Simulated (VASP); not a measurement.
Here is a VASP 6.6.1 calculation.

The input INCAR:

```
SYSTEM = Al4Ni
PREC = Accurate
ENCUT = 520
EDIFF = 1E-6
ISMEAR = 0
SIGMA = 0.1
LREAL = .FALSE.
LASPH = .TRUE.
NELM = 80
ALGO = Fast
ISIF = 2
LWAVE = .FALSE.
LCHARG = .TRUE.
GGA = PE
LELF = .TRUE.
LVHAR = .TRUE.
NBANDS = 19
```

The input KPOINTS:

```
Automatic mesh
0
G
  14 14 14
  0 0 0
```

POSCAR

```
Al4Ni
1.0
   -3.9116219789      3.9116219789      1.3019795426
    3.9116219789     -3.9116219789      1.3019795426
    3.9116219789      3.9116219789     -1.3019795426
Al Ni
4 1
Direct
   -0.0004841465      0.7267329562      0.7262488098
    1.0004841465      0.2732670438      0.2737511902
    0.2732670438     -0.0004841465      0.2727828973
    0.7267329562      1.0004841465      0.7272171027
    0.5000000000      0.5000000000      0.0000000000
```

Potentials or basis: VASP PAW PBE potentials, release 64 (Al, Ni).

The run is started by

```sh
$ cat potpaw_PBE.64/Al/POTCAR potpaw_PBE.64/Ni/POTCAR > POTCAR
$ mpirun -np 1 vasp_std > vasp.out
```

(1) What does it give for the band gap on the k mesh?

(2) Estimate the pressure.

## Answers

(1) zero (bands 11 and 12 overlap by 3.86 eV).

(2) 0.0 GPa.
